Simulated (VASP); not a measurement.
Write the native input for VASP 6.6.1 that does the following.

| Property | Result |
| --- | --- |
| Task | single point |
| Functional | PBE |
| Potentials or basis | VASP PAW PBE potentials, release 64 (Sm, Fe, As, O) |
| Cutoff | 600 eV |
| k mesh | 8 × 8 × 4 |
| Occupations | gaussian, width 0.05 eV |
| Spin | no spin polarisation |
| Dipole correction | no |
| Further INCAR settings | ALGO = Normal; EDIFF = 1e-06; NBANDS = 45 |

The structure of SmFeAsO lies in POSCAR:

```
SmFeAsO
1.0
    3.9639547366      0.0000000000      0.0000000000
    0.0000000000      3.9639547366      0.0000000000
    0.0000000000      0.0000000000      8.4016173672
Sm Fe As O
2 2 2 2
Direct
    0.5000000000      0.0000000000      0.1376425149
    0.0000000000      0.5000000000      0.8623574851
    0.0000000000      0.0000000000      0.5000000000
    0.5000000000      0.5000000000      0.5000000000
    0.5000000000      0.0000000000      0.6432923878
    0.0000000000      0.5000000000      0.3567076122
    0.0000000000      0.0000000000      0.0000000000
    0.5000000000      0.5000000000      0.0000000000
```

One way to write it, as run:

INCAR

```
ALGO     = Normal         # electronic algorithm
EDIFF    = 1E-6           # SCF threshold, eV
ENCUT    = 600            # plane-wave cutoff, eV
GGA      = PE             # functional
GGA_COMPAT= F            
ISIF     = 2              # what is computed and relaxed
ISMEAR   = 0              # smearing method
LASPH    = T              # aspherical terms in the spheres
LCHARG   = F              # write CHGCAR
LMAXMIX  = 6              # l up to which the mixer works
LREAL    = F              # projectors in reciprocal space
LWAVE    = F              # write WAVECAR
NBANDS   = 45             # bands
NELM     = 200            # most SCF steps
PREC     = Accurate       # precision mode
SIGMA    = 0.05           # smearing width, eV
```

KPOINTS

```
k-points
0
Gamma
  8 8 4
```

Potentials or basis: VASP PAW PBE potentials, release 64 (Sm, Fe, As, O).

The run is started by

```console
$ cat potpaw_PBE.64/Sm/POTCAR potpaw_PBE.64/Fe/POTCAR potpaw_PBE.64/As/POTCAR potpaw_PBE.64/O/POTCAR > POTCAR
$ mpirun -np 1 vasp_std > vasp.out
```

It gave:

```yaml
Pressure: -4.1 GPa
Largest_force: 0.244 eV/Å
Band_gap_on_the_k_mesh: zero (bands 35 and 36 overlap by 0.18 eV)
```

Caveat: the cell stands under tension; spin-orbit coupling is left out, which moves the levels of the heavy elements; the run has no spin polarisation, though such a crystal can be magnetic; semilocal functionals describe open f shells poorly, which spoils levels, moments and volumes.

Wall time 27 min on 1 thread of Intel(R) Xeon(R) Platinum 8259CL CPU @ 2.50GHz (Skylake/Cascade Lake), on a shared host, peak memory 0.5 GiB.
